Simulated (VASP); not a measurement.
## Te: single point with PBE

Crystal: Te.

```
Te
1.0
    -1.92603    1.92603    1.92603
     1.92603   -1.92603    1.92603
     1.92603    1.92603   -1.92603
Te
1
Direct
  0.00000 0.00000 0.00000
```

```yaml
Program: VASP 6.6.1
Task: single point
Functional: PBE
Potentials_or_basis: VASP PAW PBE potentials, release 64 (Te)
Cutoff: 520 eV
k_mesh: 15 × 15 × 15
Occupations: fermi-dirac, width 0.05 eV
Spin: no spin polarisation
Dipole_correction: no
Further_INCAR_settings: ALGO = Normal; EDIFF = 1e-06; NBANDS = 9
```

```yaml
Pressure: -0.1 GPa
Band_gap_on_the_k_mesh: zero (band 3 reaches 10.75 eV, above the bottom of band 4 at 4.91 eV)
```

Levels at points of the mesh, in eV from the Fermi level:
```tsv
k point	band 1	band 2	band 3	band 4	band 5	band 6
(0.00, 0.00, 0.00)	-13.84	2.95	2.95	2.95	9.75	9.86
```

Wall time 30 s on 1 thread of Intel Xeon 6975P-C, with other jobs on the host, peak memory 0.17 GiB.

Caveat: spin-orbit coupling is left out, which moves the levels of the heavy elements.
